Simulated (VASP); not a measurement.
# Cr (Fmmm) in VASP: further runs

Runs on Cr. Level: PBE. Tasks: single point.

All numbers are computed with VASP 6.6.1; they aren't measurements. Logs are shortened: lines on timing, memory, paths and dates and some standing lists are left out, and cuts for length are marked.

### 1 The cell of the first run

The structure is orthorhombic, space group Fmmm (No. 69). The conventional cell has a = 2.884 Å, b = 4.007 Å, c = 4.150 Å, α = 90.00°, β = 90.00°, γ = 90.00°. Within 3.3 Å of Cr (site symmetry mmm) lie 14 Cr at 2.47 to 2.88 Å.

### 2 Single point, PBE (strain +0.0350 x Voigt [0, 0, 0, 1, 0, 0])

Contents of INCAR:

```
ALGO = Fast
EDIFF = 1E-6
ENCUT = 520
GGA = PE
ISIF = 2
ISMEAR = 0
LASPH = T
LCHARG = F
LREAL = F
LWAVE = F
NBANDS = 12
NELM = 100
PREC = Accurate
SIGMA = 0.15
```

Contents of KPOINTS:

```
k-points
0
Gamma
  24 24 24
```

Contents of POSCAR:

```
Cr
1.0
   -1.4419500000      1.4671841250      1.4671841250
    1.4419500000     -1.4167158750      1.4167158750
    1.4419500000      1.4167158750     -1.4167158750
Cr
1
Direct
    0.0000000000      0.0000000000      0.0000000000
```

Potentials or basis: VASP PAW PBE potentials, release 64 (Cr_pv).

Run with:

```console
> cat potpaw_PBE.64/Cr_pv/POTCAR > POTCAR
> mpirun -np 1 vasp_std > vasp.out
```

OUTCAR:

```text
EDIFF = 1E-6
   ENCUT = 520
   GGA = PE
   ISIF = 2
   ISMEAR = 0
   LASPH = T
   LREAL = F
   NELM = 100
   PREC = Accurate

 ion  position               nearest neighbor table
   1  0.000  0.000  0.000-

  LATTYP: Found a face centered orthorhombic cell.
 ALAT       =     2.8839000000
 B/A-ratio  =     1.3894648250
 C/A-ratio  =     1.4389622997

  Lattice vectors:

 A1 = (   0.0000000000,   2.8839000000,   0.0504682500)
 A2 = (   1.4419500000,   1.4671841250,   1.4671841250)
 A3 = (   1.4419500000,   1.4167158750,  -1.4167158750)

Analysis of symmetry for initial positions (statically):
=====================================================================
 Subroutine PRICEL returns:
 Original cell was already a primitive cell.

 Routine SETGRP: Setting up the symmetry group for a
 face centered orthorhombic supercell.

 Subroutine GETGRP returns: Found  8 space group operations
 (whereof  8 operations were pure point group operations)
 out of a pool of  8 trial point group operations.

The static configuration has the point symmetry D_2h.

Analysis of symmetry for dynamics (positions and initial velocities):
=====================================================================
 Subroutine PRICEL returns:
 Original cell was already a primitive cell.

 Routine SETGRP: Setting up the symmetry group for a
 face centered orthorhombic supercell.

 Subroutine GETGRP returns: Found  8 space group operations
 (whereof  8 operations were pure point group operations)
 out of a pool of  8 trial point group operations.

The dynamic configuration has the point symmetry D_2h.

 Subroutine INISYM returns: Found  8 space group operations
 (whereof  8 operations are pure point group operations),
 and found     1 'primitive' translations

----------------------------------------------------------------------------------------

                                     Primitive cell

  volume of cell :      11.9889

  direct lattice vectors                    reciprocal lattice vectors
    -1.441950000  1.467184125  1.467184125     0.000000000  0.340788856  0.340788856
     1.441950000 -1.416715875  1.416715875     0.346752661 -0.006070031  0.346858887
     1.441950000  1.416715875 -1.416715875     0.346752661  0.346858887 -0.006070031

  length of vectors
     2.526752524  2.468478791  2.468478791     0.481948223  0.490494996  0.490494996

  position of ions in fractional coordinates (direct lattice)
     0.000000000  0.000000000  0.000000000

  ion indices of the primitive-cell ions
   primitive index   ion index
                 1           1

----------------------------------------------------------------------------------------

 KPOINTS: k-points

Automatic generation of k-mesh.
 Grid dimensions read from file:
 generate k-points for:   24   24   24

 Generating k-lattice:

  Cartesian coordinates                     Fractional coordinates (reciprocal lattice)
     0.000000000  0.014199536  0.014199536     0.041666667  0.000000000  0.000000000
     0.014448028 -0.000252918  0.014452454    -0.000000000  0.041666667  0.000000000
     0.014448028  0.014452454 -0.000252918    -0.000000000  0.000000000  0.041666667

  Length of vectors
     0.020081176  0.020437291  0.020437291

  Shift w.r.t. Gamma in fractional coordinates (k-lattice)
     0.000000000  0.000000000  0.000000000

 Subroutine IBZKPT returns following result:
 ===========================================

 Found   1963 irreducible k-points:

 Following reciprocal coordinates:
            Coordinates               Weight
  0.000000  0.000000  0.000000      1.000000
  0.041667  0.000000  0.000000      2.000000
  0.083333  0.000000  0.000000      2.000000
  0.125000  0.000000  0.000000      2.000000
  0.166667  0.000000  0.000000      2.000000
  0.208333  0.000000  0.000000      2.000000
[... 16 lines left out ...]
  0.375000  0.041667  0.000000      8.000000
  0.416667  0.041667  0.000000      8.000000
 [... further k-points ...]
   k-points           NKPTS =   1963   k-points in BZ     NKDIM =   1963   number of bands    NBANDS=     12
   number of dos      NEDOS =    301   number of ions     NIONS =      1
   total plane-waves  NPLWV =   6480
   dimension x,y,z NGX =    20 NGY =   18 NGZ =   18
   dimension x,y,z NGXF=    40 NGYF=   36 NGZF=   36
   ions per type =               1
   NGX,Y,Z   is equivalent  to a cutoff of  13.16, 12.12, 12.12 a.u.
   NGXF,Y,Z  is equivalent  to a cutoff of  26.32, 24.25, 24.25 a.u.
 SYSTEM =  unknown system
   PREC   = accura    normal or accurate (medium, high low for compatibility)
   ISTART =      0    job   : 0-new  1-cont  2-samecut
   ICHARG =      2    charge: 1-file 2-atom 10-const
   ISPIN  =      1    spin polarized calculation?
   LNONCOLLINEAR =      F non collinear calculations
   LSORBIT =      F    spin-orbit coupling
   LASPH  =      T    aspherical Exc in radial PAW
   ENCUT  =  520.0 eV  38.22 Ry    6.18 a.u.   4.70  4.59  4.59*2*pi/ulx,y,z
   NELM   =    100;   NELMIN=  2; NELMDL= -5     # of ELM steps
   EDIFF  = 0.1E-05   stopping-criterion for ELM
   LREAL  =      F    real-space projection
   EDIFFG = 0.1E-04   stopping-criterion for IOM
   NSW    =      0    number of steps for IOM
   IBRION =     -1    ionic relax: 0-MD 1-quasi-New 2-CG
   NFREE  =      0    steps in history (QN), initial steepest desc. (CG)
   ISIF   =      2    stress and relaxation
   ISYM   =      2    0-nonsym 1-usesym 2-fastsym
   POTIM  = 0.5000    time-step for ionic-motion
   TEBEG  =    0.0;   TEEND  =   0.0 temperature during run
   PSTRESS=    0.0 pullay stress
   NELECT =      12.0000    total number of electrons
   NUPDOWN=      -1.0000    fix difference up-down
   EMIN   =  10.00;   EMAX   =-10.00  energy-range for DOS
   EFERMI =   0.00;   METHOD = LEGACY
   ISMEAR =     0;   SIGMA  =   0.15  broadening in eV -4-tet -1-fermi 0-gaus
   EFERMI_NEDOS =   21; number of points for ismear=-14 and -15
   IALGO  =     68    algorithm
   IMIX   =      4    mixing-type and parameters
     AMIX     =   0.40;   BMIX     =  1.00
     AMIX_MAG =   1.60;   BMIX_MAG =  1.00
  volume/ion in A,a.u.               =      11.99        80.90
  Fermi-wavevector in a.u.,A,eV,Ry     =   1.637606  3.094626 36.487465  2.681753
  Thomas-Fermi vector in A             =   2.728718
   LORBIT       =      0    0 simple, 1 ext, 2 COOP (PROOUT), +10 PAW based schemes
   GGA     = PE    functional components
   LHFCALC =     F    Hartree Fock is set to
   AEXX    =    0.0000 exact exchange contribution
   IVDW    =     0    specifies the selected vdW correction
   LEPSILON=     F    determine dielectric tensor
   LRPA    =     F    only Hartree local field effects (RPA)
 non-spin polarized calculation
 RMM-DIIS sequential band-by-band and
 Gauss-broadening in eV      SIGMA  =   0.15
  energy-cutoff  :      520.00
  volume of cell :       11.99
 maximum number of plane-waves:       338
   NGX =  9   NGY =  9   NGZ =  9

 number of electron      11.9999992 magnetization

 Free energy of the ion-electron system (eV)
  ---------------------------------------------------
  ext. energy  EPLUGINS =         0.00000000
  ---------------------------------------------------
  free energy    TOTEN  =        -9.50266270 eV

  energy without entropy =       -9.49509185  energy(sigma->0) =       -9.49887728

 E-fermi :  10.4609     XC(G=0): -13.4587

 val. band max:       10.4593327839   @ k =  -0.2917   0.2917   0.2917
 cond. band min:      10.4628677434   @ k =  -0.1667   0.1667   0.1250
 fundamental gap:      0.0035349595
 Fermi energy:        10.4609187829

 k-point     1 :       0.0000    0.0000    0.0000
  band No.  band energies     occupation
      1     -32.3603      2.00000
      2     -32.3253      2.00000
      3     -32.2951      2.00000
      4       2.7309      2.00000
      5       9.3881      2.00000
      6       9.5603      2.00000
      7       9.7742      2.00000
      8      11.5433      0.00000
      9      11.5631      0.00000
     10      17.5344      0.00000
     11      31.9970      0.00000
     12      32.4717      0.00000

 k-point     2 :       0.0417    0.0000    0.0000
  band No.  band energies     occupation
      1     -32.3737      2.00000
      2     -32.3291      2.00000
      3     -32.2953      2.00000
      4       2.8024      2.00000
      5       9.3625      2.00000
      6       9.5485      2.00000
      7       9.8199      2.00000
      8      11.5408      0.00000
      9      11.5479      0.00000
     10      17.5344      0.00000
     11      31.7949      0.00000
     12      32.5234      0.00000

 k-point     3 :       0.0833    0.0000    0.0000
  band No.  band energies     occupation
      1     -32.4131      2.00000
      2     -32.3404      2.00000
      3     -32.2960      2.00000
      4       3.0139      2.00000
      5       9.2880      2.00000
      6       9.5100      2.00000
      7       9.9551      2.00000
      8      11.4834      0.00000
      9      11.5617      0.00000
     10      17.5343      0.00000
     11      31.2120      0.00000
     12      32.6700      0.00000
[... 286 lines left out ...]
 k-point    23 :       0.3750    0.0417    0.0000
  band No.  band energies     occupation
      1     -33.0399      2.00000
      2     -32.5289      2.00000
      3     -32.3126      2.00000
      4       6.1812      2.00000
      5       8.1786      2.00000
      6      10.0428      1.99992
      7      11.5789      0.00000
      8      11.9662      0.00000
      9      12.7239      0.00000
     10      17.5304      0.00000
     11      21.2700      0.00000
     12      28.0250      0.00000

 k-point    24 :       0.4167    0.0417    0.0000
  band No.  band energies     occupation
      1     -33.0867      2.00000
      2     -32.5437      2.00000
      3     -32.3135      2.00000
      4       6.2298      2.00000
      5       8.0996      2.00000
      6      10.5446      0.43024
      7      11.6166      0.00000
      8      12.0395      0.00000
      9      13.0124      0.00000
     10      17.5280      0.00000
     11      20.2454      0.00000
     12      27.6938      0.00000

 [... further k-points ...]
[... 5 lines left out ...]
  --------------------------------------------------------------------------------------
  -------------------------------------------------------------------------------------
  Total       -0.6801537     -0.6878062     -0.6878062     -0.0000000     -0.2316322     -0.0000000
  in kB      -90.8950224    -91.9176876    -91.9176876     -0.0000000    -30.9550777     -0.0000000
  external PRESSURE =     -91.5767992 kB  Pullay stress =       0.0000000 kB

 VOLUME and BASIS-vectors are now :
 -----------------------------------------------------------------------------
  energy-cutoff  :      520.00
  volume of cell :       11.99
      direct lattice vectors                 reciprocal lattice vectors
    -1.441950000  1.467184125  1.467184125     0.000000000  0.340788856  0.340788856
     1.441950000 -1.416715875  1.416715875     0.346752661 -0.006070031  0.346858887
     1.441950000  1.416715875 -1.416715875     0.346752661  0.346858887 -0.006070031

 POSITION                                       TOTAL-FORCE (eV/Angst)
 -----------------------------------------------------------------------------------
      0.00000      0.00000      0.00000         0.000000      0.000000      0.000000
 -----------------------------------------------------------------------------------
    total drift:                                0.000000     -0.000000      0.000000

  FREE ENERGIE OF THE ION-ELECTRON SYSTEM (eV)
  ---------------------------------------------------
  free  energy   TOTEN  =        -9.5026626990 eV

  energy  without entropy=       -9.4950918537  energy(sigma->0) =       -9.49887728
```

It took 2.1 min on 1 thread of AMD EPYC 9R45 (Zen 5), shared host; peak memory 0.32 GiB.

Results:

| Property | Result |
| --- | --- |
| Free energy | -9.5027 eV |
| Pressure | -9.2 GPa |
| Band gap on the k mesh | zero (bands 6 and 7 overlap by 2.95 eV) |

Caveat: the cell differs from its parent crystal (strain +0.0350 x Voigt [0, 0, 0, 1, 0, 0]); the cell stands under tension; the run has no spin polarisation, though such a crystal can be magnetic. Spin polarisation is off, so any magnetic state and its effect on volume and gap are missing.

### 3 Single point, PBE (strain +0.0250 x Voigt [0, 0, 0, 1, 0, 0])

Contents of INCAR:

```
SYSTEM = Cr
ALGO = Fast ; EDIFF = 1E-7
ENCUT = 520 ; GGA = PE
ISIF = 2 ; ISMEAR = 0
LASPH = .TRUE. ; LCHARG = .FALSE.
LREAL = .FALSE. ; LWAVE = .FALSE.
NBANDS = 12 ; NELM = 100
PREC = Accurate ; SIGMA = 0.15
```

Contents of KPOINTS:

```
k-points
0
G
  24 24 24
  0 0 0
```

Contents of POSCAR:

```
Cr
1.0
   -1.4419500000      1.4599743750      1.4599743750
    1.4419500000     -1.4239256250      1.4239256250
    1.4419500000      1.4239256250     -1.4239256250
Cr
1
Direct
    0.0000000000      0.0000000000      0.0000000000
```

Potentials or basis: VASP PAW PBE potentials, release 64 (Cr_pv).

Run with:

```console
> cat potpaw_PBE.64/Cr_pv/POTCAR > POTCAR
> mpirun -np 1 vasp_std > vasp.out
```

Wall time 2.2 min (1 thread of AMD EPYC 9R45 (Zen 5), shared host); peak memory 0.33 GiB.

The run converged. Its results:

```yaml
Free_energy: -9.5045 eV
Pressure: -9.2 GPa
Band_gap_on_the_k_mesh: zero (bands 6 and 7 overlap by 3.00 eV)
```

Stress tensor (GPa, compression positive):
```
-9.21  0.00  0.00
 0.00 -9.26 -2.22
 0.00 -2.22 -9.26
```

Levels at points of the mesh, in eV from the Fermi level:
| k point | band 3 | band 4 | band 5 | band 6 | band 7 | band 8 | band 9 | band 10 |
| --- | --- | --- | --- | --- | --- | --- | --- | --- |
| (0.00, 0.00, 0.00) | -42.77 | -7.73 | -1.02 | -0.89 | -0.74 | 1.08 | 1.09 | 7.07 |
| (0.50, 0.00, 0.00) | -42.78 | -4.26 | -2.39 | 0.79 | 1.14 | 1.48 | 2.60 | 7.06 |
| (0.00, 0.50, 0.00) | -42.79 | -4.26 | -2.35 | 1.02 | 1.07 | 1.39 | 2.67 | 7.06 |
| (0.00, 0.50, 0.50) | -42.81 | -4.26 | -2.30 | 1.00 | 1.25 | 1.30 | 2.75 | 7.07 |
| (0.50, 0.50, 0.50) | -43.32 | -4.10 | -4.09 | 2.18 | 2.30 | 2.43 | 7.07 | 10.21 |

Caveat: the cell differs from its parent crystal (strain +0.0250 x Voigt [0, 0, 0, 1, 0, 0]); the cell stands under tension; the run has no spin polarisation, though such a crystal can be magnetic. Spin polarisation is off, so any magnetic state and its effect on volume and gap are missing.
